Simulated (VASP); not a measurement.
Ti: single point with PBEsol

The system is Ti, a slab with vacuum.

```
CELL_PARAMETERS angstrom
2.78014 0.00000 0.00000
-0.92671 2.62114 0.00000
0.00000 0.00000 18.53995
ATOMIC_POSITIONS crystal
Ti 0.50000 0.50000 0.37756
Ti 0.00000 0.00000 0.49315
Ti 0.50000 0.50000 0.60815
```

- Program: VASP 6.6.1
- Task: single point
- Functional: PBEsol
- Potentials or basis: VASP PAW PBE potentials, release 64 (Ti_sv)
- Cutoff: 520 eV
- k mesh: 11 × 11 × 1
- Occupations: gaussian, width 0.1 eV
- Spin: no spin polarisation
- Dipole correction: yes
- Further INCAR settings: ALGO = Normal; EDIFF = 1e-06; NBANDS = 25

The largest force is 0.032 eV/Å. The band gap on the k mesh is zero (band 18 reaches 0.93 eV, above the bottom of band 19 at 0.26 eV).

Forces in eV/Å, atoms in the order of the input:
```
Ti   0.000  0.000  0.032
Ti   0.000  0.000 -0.027
Ti   0.000  0.000 -0.005
```

Levels at points of the mesh, in eV from the Fermi level:
```tsv
k point	band 14	band 15	band 16	band 17	band 18	band 19	band 20	band 21	band 22	band 23
(0.00, 0.00, 0.00)	-4.01	-2.83	-0.45	-0.10	0.02	0.05	0.95	1.15	1.18	1.44
```

Run time: 110 s on 1 thread of Intel(R) Xeon(R) 6975P-C (Granite Rapids), with other jobs on the host, peak memory 0.29 GiB.

Caveat: the PAW data sets were made with another functional, which shifts forces and pressure a little.
